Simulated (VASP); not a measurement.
Na2Pt3S4:

```xyz
9
Lattice="-2.9813 5.0574 0.0000 2.9813 0.0000 6.2051 2.9813 5.0574 0.0000" Properties=species:S:1:pos:R:3 pbc="T T T"
Na    2.9813    5.0574    4.2567
Na    0.0000    5.0574    1.9484
Pt    0.0000    0.0000    0.0000
Pt    1.4906    2.5287    0.0000
Pt   -1.4906    2.5287    0.0000
S     0.0000    1.7195    1.4892
S     0.0000    8.3953    1.4892
S     2.9813    8.3953    4.7159
S     2.9813    1.7195    4.7159
```

Base run:

* Program: VASP 6.6.1
* Functional: PBE
* Potentials or basis: VASP PAW PBE potentials, release 64 (Na_pv, Pt, S)
* Cutoff: 520 eV
* k mesh: 4 × 4 × 4
* Occupations: fermi-dirac, width 0.1 eV
* Spin: no spin polarisation

Its results: band gap on the k mesh 0.76 eV, indirect (least direct gap 0.96 eV); pressure 13.8 GPa; largest force 2.742 eV/Å.

**Question.** The run is repeated on the same cell with these changes: k mesh from 4 × 4 × 4 to 4 × 4 × 4, shifted. What comes out?

**Answer.** Band gap on the k mesh 0.89 eV, indirect (least direct gap 1.03 eV); pressure 13.8 GPa; largest force 2.743 eV/Å.

Caveats: spin-orbit coupling is left out, which moves the levels of the heavy elements; forces of over 1 eV/Å act on the atoms, so gaps and moduli don't describe the material at rest.

A k mesh can miss the band edges.
